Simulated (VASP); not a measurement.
# Pb (Pm-3m) in VASP: further runs

Pb is run at these levels: PBE; tasks: relaxation of cell and atoms.

Everything below comes from runs of VASP 6.6.1. Logs are shortened: lines on timing, memory, paths and dates and some standing lists are left out, and cuts for length are marked.

## Step 1: The cell of the first run

Symmetry: Pm-3m, No. 221, cubic system. The conventional cell has a = 2.724 Å, b = 2.724 Å, c = 2.724 Å, α = 90.00°, β = 90.00°, γ = 90.00°. Within 3.6 Å of Pb (site symmetry m-3m) lie 6 Pb at 2.72 Å.

This isn't the form of Pb at room conditions, which is fcc.

## Step 2: Relaxation of cell and atoms, PBE, target pressure 64 GPa, at which the enthalpy is minimised

INCAR reads:

```
  PREC = Accurate
  ENCUT = 600
  EDIFF = 1E-6
  ISMEAR = -1
  SIGMA = 0.05
  LREAL = F
  LASPH = T
  NELM = 100
  ALGO = Normal
  ISIF = 3
  LWAVE = F
  LCHARG = F
  GGA = PE
  IBRION = 2
  NSW = 60
  EDIFFG = -0.005
  PSTRESS = 640.0
```

KPOINTS reads:

```
Automatic mesh
0
Gamma
  14 14 14
```

POSCAR reads:

```
Pb
1.0
    2.7235351896      0.0000000000      0.0000000000
    0.0000000000      2.7235351896      0.0000000000
    0.0000000000      0.0000000000      2.7235351896
Pb
1
Direct
    0.0000000000      0.0000000000      0.0000000000
```

Potentials or basis: VASP PAW PBE potentials, release 64 (Pb_d).

Started as:

```sh
cat potpaw_PBE.64/Pb_d/POTCAR > POTCAR
mpirun -np 1 vasp_std > vasp.out
```

OUTCAR:

```text
PREC = Accurate
   ENCUT = 600
   EDIFF = 1E-6
   ISMEAR = -1
   LREAL = F
   LASPH = T
   NELM = 100
   ISIF = 3
   GGA = PE
   IBRION = 2
   NSW = 60
   EDIFFG = -0.005
   PSTRESS = 640.0

 ion  position               nearest neighbor table
   1  0.000  0.000  0.000-

  LATTYP: Found a simple cubic cell.
 ALAT       =     2.7235351896

  Lattice vectors:

 A1 = (   2.7235351896,   0.0000000000,   0.0000000000)
 A2 = (   0.0000000000,   2.7235351896,   0.0000000000)
 A3 = (   0.0000000000,   0.0000000000,   2.7235351896)

Analysis of symmetry for initial positions (statically):
=====================================================================
 Subroutine PRICEL returns:
 Original cell was already a primitive cell.

 Routine SETGRP: Setting up the symmetry group for a
 simple cubic supercell.

 Subroutine GETGRP returns: Found 48 space group operations
 (whereof 48 operations were pure point group operations)
 out of a pool of 48 trial point group operations.

The static configuration has the point symmetry O_h .

Analysis of symmetry for dynamics (positions and initial velocities):
=====================================================================
 Subroutine PRICEL returns:
 Original cell was already a primitive cell.

 Routine SETGRP: Setting up the symmetry group for a
 simple cubic supercell.

 Subroutine GETGRP returns: Found 48 space group operations
 (whereof 48 operations were pure point group operations)
 out of a pool of 48 trial point group operations.

The dynamic configuration has the point symmetry O_h .

 Subroutine INISYM returns: Found 48 space group operations
 (whereof 48 operations are pure point group operations),
 and found     1 'primitive' translations

----------------------------------------------------------------------------------------

                                     Primitive cell

  volume of cell :      20.2022

  direct lattice vectors                    reciprocal lattice vectors
     2.723535190  0.000000000  0.000000000     0.367169847  0.000000000  0.000000000
     0.000000000  2.723535190  0.000000000     0.000000000  0.367169847  0.000000000
     0.000000000  0.000000000  2.723535190     0.000000000  0.000000000  0.367169847

  length of vectors
     2.723535190  2.723535190  2.723535190     0.367169847  0.367169847  0.367169847

  position of ions in fractional coordinates (direct lattice)
     0.000000000  0.000000000  0.000000000

  ion indices of the primitive-cell ions
   primitive index   ion index
                 1           1

----------------------------------------------------------------------------------------

 KPOINTS: Automatic mesh

Automatic generation of k-mesh.
 Grid dimensions read from file:
 generate k-points for:   14   14   14

 Generating k-lattice:

  Cartesian coordinates                     Fractional coordinates (reciprocal lattice)
     0.026226418  0.000000000  0.000000000     0.071428571  0.000000000  0.000000000
     0.000000000  0.026226418  0.000000000     0.000000000  0.071428571  0.000000000
     0.000000000  0.000000000  0.026226418     0.000000000  0.000000000  0.071428571

  Length of vectors
     0.026226418  0.026226418  0.026226418

  Shift w.r.t. Gamma in fractional coordinates (k-lattice)
     0.000000000  0.000000000  0.000000000

 Subroutine IBZKPT returns following result:
 ===========================================

 Found    120 irreducible k-points:

 Following reciprocal coordinates:
            Coordinates               Weight
  0.000000  0.000000  0.000000      1.000000
  0.071429  0.000000  0.000000      6.000000
  0.142857  0.000000  0.000000      6.000000
  0.214286  0.000000  0.000000      6.000000
  0.285714  0.000000  0.000000      6.000000
  0.357143  0.000000  0.000000      6.000000
[... 16 lines left out ...]
  0.285714  0.214286  0.000000     24.000000
  0.357143  0.214286  0.000000     24.000000
 [... further k-points ...]
   k-points           NKPTS =    120   k-points in BZ     NKDIM =    120   number of bands    NBANDS=     11
   number of dos      NEDOS =    301   number of ions     NIONS =      1
   total plane-waves  NPLWV =  13824
   dimension x,y,z NGX =    24 NGY =   24 NGZ =   24
   dimension x,y,z NGXF=    48 NGYF=   48 NGZF=   48
   ions per type =               1
   NGX,Y,Z   is equivalent  to a cutoff of  14.65, 14.65, 14.65 a.u.
   NGXF,Y,Z  is equivalent  to a cutoff of  29.30, 29.30, 29.30 a.u.
 SYSTEM =  unknown system
   PREC   = accura    normal or accurate (medium, high low for compatibility)
   ISTART =      0    job   : 0-new  1-cont  2-samecut
   ICHARG =      2    charge: 1-file 2-atom 10-const
   ISPIN  =      1    spin polarized calculation?
   LNONCOLLINEAR =      F non collinear calculations
   LSORBIT =      F    spin-orbit coupling
   LASPH  =      T    aspherical Exc in radial PAW
   ENCUT  =  600.0 eV  44.10 Ry    6.64 a.u.   5.44  5.44  5.44*2*pi/ulx,y,z
   NELM   =    100;   NELMIN=  2; NELMDL= -5     # of ELM steps
   EDIFF  = 0.1E-05   stopping-criterion for ELM
   LREAL  =      F    real-space projection
   EDIFFG = -.5E-02   stopping-criterion for IOM
   NSW    =     60    number of steps for IOM
   IBRION =      2    ionic relax: 0-MD 1-quasi-New 2-CG
   NFREE  =      1    steps in history (QN), initial steepest desc. (CG)
   ISIF   =      3    stress and relaxation
   ISYM   =      2    0-nonsym 1-usesym 2-fastsym
   POTIM  = 0.5000    time-step for ionic-motion
   TEBEG  =    0.0;   TEEND  =   0.0 temperature during run
   PSTRESS=  640.0 pullay stress
   NELECT =      14.0000    total number of electrons
   NUPDOWN=      -1.0000    fix difference up-down
   EMIN   =  10.00;   EMAX   =-10.00  energy-range for DOS
   EFERMI =   0.00;   METHOD = LEGACY
   ISMEAR =    -1;   SIGMA  =   0.05  broadening in eV -4-tet -1-fermi 0-gaus
   EFERMI_NEDOS =   21; number of points for ismear=-14 and -15
   IALGO  =     38    algorithm
   IMIX   =      4    mixing-type and parameters
     AMIX     =   0.40;   BMIX     =  1.00
     AMIX_MAG =   1.60;   BMIX_MAG =  1.00
  volume/ion in A,a.u.               =      20.20       136.33
  Fermi-wavevector in a.u.,A,eV,Ry     =   1.448720  2.737684 28.555775  2.098790
  Thomas-Fermi vector in A             =   2.566529
   LORBIT       =      0    0 simple, 1 ext, 2 COOP (PROOUT), +10 PAW based schemes
   GGA     = PE    functional components
   LHFCALC =     F    Hartree Fock is set to
   AEXX    =    0.0000 exact exchange contribution
   IVDW    =     0    specifies the selected vdW correction
   LEPSILON=     F    determine dielectric tensor
   LRPA    =     F    only Hartree local field effects (RPA)
 conjugate gradient relaxation of ions
 non-spin polarized calculation
  energy-cutoff  :      600.00
  volume of cell :       20.20
 maximum number of plane-waves:       695
 NGX is ok and might be reduce to    24
   NGX = 11   NGY = 11   NGZ = 11

--------------------------------------- Ionic step        1  -------------------------------------------

 number of electron      14.0000002 magnetization

 Free energy of the ion-electron system (eV)
  ---------------------------------------------------
  ext. energy  EPLUGINS =         0.00000000
  ---------------------------------------------------
  free energy    TOTEN  =        -1.52268807 eV

  energy without entropy =       -1.51979965  energy(sigma->0) =       -1.52124386

------------------------ aborting loop because EDIFF is reached ----------------------------------------

  FORCE on cell =-STRESS in cart. coord.  units (eV):
  Direction    XX          YY          ZZ          XY          YZ          ZX
  --------------------------------------------------------------------------------------
  -------------------------------------------------------------------------------------
  Total        8.9309210      8.9309210      8.9309210      0.0000000      0.0000000     -0.0000000
  in kB      708.2846932    708.2846932    708.2846932      0.0000000      0.0000000     -0.0000000
  external PRESSURE =      68.2846932 kB  Pullay stress =     640.0000000 kB
[... 90 lines left out ...]
  FREE ENERGIE OF THE ION-ELECTRON SYSTEM (eV)
  ---------------------------------------------------
  free  energy   TOTEN  =        -1.7284307388 eV

  energy  without entropy=       -1.7254414308  energy(sigma->0) =       -1.72693608

  enthalpy is  TOTEN    =         6.5374357654 eV   P V=        8.2658665042

[... ionic steps 4 to 13 ...]

--------------------------------------- Ionic step       14  -------------------------------------------

 number of electron      14.0000004 magnetization

------------------------ aborting loop because EDIFF is reached ----------------------------------------

  FORCE on cell =-STRESS in cart. coord.  units (eV):
  Direction    XX          YY          ZZ          XY          YZ          ZX
  --------------------------------------------------------------------------------------
  -------------------------------------------------------------------------------------
  Total        8.2681783      8.2681783      8.2681783     -0.0000000      0.0000000      0.0000000
  in kB      641.0234646    641.0234646    641.0234646     -0.0000000      0.0000000      0.0000000
  external PRESSURE =       1.0234646 kB  Pullay stress =     640.0000000 kB
[... 59 lines left out ...]
  enthalpy is  TOTEN    =         6.5374156193 eV   P V=        8.2553803403

--------------------------------------- Ionic step       16  -------------------------------------------

 number of electron      14.0000004 magnetization

 Free energy of the ion-electron system (eV)
  ---------------------------------------------------
  ext. energy  EPLUGINS =         0.00000000
  ---------------------------------------------------
  free energy    TOTEN  =        -1.71877159 eV

  energy without entropy =       -1.71578275  energy(sigma->0) =       -1.71727717

 E-fermi :  12.6137     XC(G=0): -12.0691

 val. band max:       12.6032741719   @ k =   0.5000   0.3571   0.0714
 cond. band min:      12.6217271680   @ k =   0.2857   0.2857   0.1429
 fundamental gap:      0.0184529961
 Fermi energy:        12.6136516897

 k-point     1 :       0.0000    0.0000    0.0000
  band No.  band energies     occupation
      1      -6.5403      2.00000
      2      -6.5403      2.00000
      3      -4.5013      2.00000
      4      -4.5013      2.00000
      5      -4.5013      2.00000
      6      -2.8866      2.00000
      7      19.0260      0.00000
      8      19.0260      0.00000
      9      19.0260      0.00000
     10      23.9776      0.00000
     11      24.9258      0.00000
[... 309 lines left out ...]
 k-point    24 :       0.3571    0.2143    0.0000
  band No.  band energies     occupation
      1      -6.1511      2.00000
      2      -5.3660      2.00000
      3      -5.1862      2.00000
      4      -4.9577      2.00000
      5      -4.6861      2.00000
      6       1.2824      2.00000
      7       9.5113      2.00000
      8      15.9224      0.00000
      9      22.3478      0.00000
     10      23.6904      0.00000
     11      24.9424      0.00000

 [... further k-points ...]

------------------------ aborting loop because EDIFF is reached ----------------------------------------

  FORCE on cell =-STRESS in cart. coord.  units (eV):
  Direction    XX          YY          ZZ          XY          YZ          ZX
  --------------------------------------------------------------------------------------
  -------------------------------------------------------------------------------------
  Total        8.2610202      8.2610202      8.2610202     -0.0000000      0.0000000      0.0000000
  in kB      640.3746862    640.3746862    640.3746862     -0.0000000      0.0000000      0.0000000
  external PRESSURE =       0.3746862 kB  Pullay stress =     640.0000000 kB
[... 16 lines left out ...]
  FREE ENERGIE OF THE ION-ELECTRON SYSTEM (eV)
  ---------------------------------------------------
  free  energy   TOTEN  =        -1.7187715907 eV

  energy  without entropy=       -1.7157827476  energy(sigma->0) =       -1.71727717

  enthalpy is  TOTEN    =         6.5374150725 eV   P V=        8.2561866632

 reached required accuracy - stopping structural energy minimisation
```

Run time: 79 s. Hardware: 1 thread of Intel Xeon Platinum 8488C (Sapphire Rapids), shared host; peak memory 0.17 GiB.

Results:

| Quantity | Value |
| --- | --- |
| Free energy | -1.7188 eV |
| Relaxed volume | 20.67 Å³/atom |
| Relaxed cell | a = 2.744 Å, b = 2.744 Å, c = 2.744 Å, α = 90.00°, β = 90.00°, γ = 90.00° |
| Space group after relaxing (to 0.1 Å) | Pm-3m (No. 221) |
| Energy change on relaxing (the run minimises the enthalpy) | -196.1 meV/atom |
| Ionic steps | 16 |
| Pressure after relaxing | 64.0 GPa |
| Band gap on the k mesh | zero (bands 7 and 8 overlap by 10.02 eV) |

Step by step:
```tsv
step	energy change (eV)	largest force (eV/Å)	pressure (GPa)	volume (Å³)
1	0.0000	0.0000	70.83	20.20
2	-0.8848	0.0000	40.13	22.83
3	-0.2057	0.0000	63.71	20.69
4	-0.1976	0.0000	63.94	20.67
5	-0.1939	0.0000	64.09	20.66
6	-0.1940	0.0000	64.13	20.66
7	-0.1945	0.0000	64.14	20.66
8	-0.1945	0.0000	64.11	20.66
9	-0.1945	0.0000	64.10	20.66
10	-0.1945	0.0000	64.10	20.66
11	-0.1945	0.0000	64.10	20.66
12	-0.1946	0.0000	64.10	20.66
13	-0.1947	0.0000	64.10	20.67
14	-0.1949	0.0000	64.10	20.67
15	-0.1953	0.0000	64.11	20.67
16	-0.1961	0.0000	64.04	20.67
```

Final structure:
```
Pb
1.0
     2.74433    0.00000    0.00000
     0.00000    2.74433    0.00000
     0.00000    0.00000    2.74433
Pb
1
Direct
  0.00000 0.00000 0.00000
```

Caveat: the cell is relaxed towards a set pressure, so the run minimises the enthalpy, not the energy; spin-orbit coupling is left out, which moves the levels of the heavy elements.

## Step 3: Relaxation of cell and atoms, PBE, target pressure 64 GPa, at which the enthalpy is minimised

This run uses another cell than the first one, of 20.68 Å³/atom.

INCAR reads:

```
SYSTEM = Pb
ALGO     = Normal         ! electronic algorithm
EDIFF    = 1E-7           ! SCF threshold, eV
EDIFFG   = -0.005         ! ionic threshold
ENCUT    = 600            ! plane-wave cutoff, eV
GGA      = PE             ! functional
IBRION   = 2              ! ionic algorithm
ISIF     = 3              ! what is computed and relaxed
ISMEAR   = -1             ! smearing method
LASPH    = .True.         ! aspherical terms in the spheres
LCHARG   = .False.        ! write CHGCAR
LREAL    = .False.        ! projectors in reciprocal space
LWAVE    = .False.        ! write WAVECAR
NELM     = 60             ! most SCF steps
NSW      = 32             ! ionic steps
PREC     = Accurate       ! precision mode
PSTRESS  = 640.0        
SIGMA    = 0.05           ! smearing width, eV
```

KPOINTS reads:

```
k-points
0
Gamma
  14 14 14
  0 0 0
```

POSCAR reads:

```
Pb
1.0
    2.7446358150      0.0000000000      0.0000000000
    0.0000000000      2.7446358150      0.0000000000
    0.0000000000      0.0000000000      2.7446358150
Pb
1
Direct
    0.0000000000      0.0000000000      0.0000000000
```

Potentials or basis: VASP PAW PBE potentials, release 64 (Pb_d).

Started as:

```sh
cat potpaw_PBE.64/Pb_d/POTCAR > POTCAR
mpirun -np 1 vasp_std > vasp.out
```

It took 42 s on 1 thread of Intel Xeon Platinum 8488C (Sapphire Rapids), shared host; peak memory 0.17 GiB.

The run converged. Its results:

```
Free energy                                                : -1.7202 eV
Relaxed volume                                             : 20.67 Å³/atom
Relaxed cell                                               : a = 2.744 Å, b = 2.744 Å, c = 2.744 Å, α = 90.00°, β = 90.00°, γ = 90.00°
Space group after relaxing (to 0.1 Å)                      : Pm-3m (No. 221)
Energy change on relaxing (the run minimises the enthalpy) : +1.5 meV/atom
Ionic steps                                                : 3
Pressure after relaxing                                    : 64.0 GPa
Band gap on the k mesh                                     : zero (bands 7 and 8 overlap by 10.02 eV)
```

The path:
```tsv
step	energy change (eV)	largest force (eV/Å)	pressure (GPa)	volume (Å³)
1	0.0000	0.0000	63.95	20.68
2	0.0072	0.0000	64.21	20.66
3	0.0015	0.0000	64.01	20.67
```

Final structure:
```
CELL_PARAMETERS angstrom
2.74447 0.00000 0.00000
0.00000 2.74447 0.00000
0.00000 0.00000 2.74447
ATOMIC_POSITIONS crystal
Pb 0.00000 0.00000 0.00000
```

Levels at points of the mesh, in eV from the Fermi level:
```csv
k point,band 5,band 6,band 7,band 8,band 9,band 10
"(0.00, 0.00, 0.00)",-17.11,-15.50,6.41,6.41,6.41,11.36
"(0.50, 0.00, 0.00)",-17.06,-10.08,-7.20,10.74,10.74,10.89
"(0.50, 0.50, 0.00)",-16.52,-5.35,-3.61,-3.61,3.22,14.13
"(0.50, 0.50, 0.50)",-16.49,-0.07,0.03,0.03,0.03,5.36
```

Caveat: the cell is relaxed towards a set pressure, so the run minimises the enthalpy, not the energy; spin-orbit coupling is left out, which moves the levels of the heavy elements.
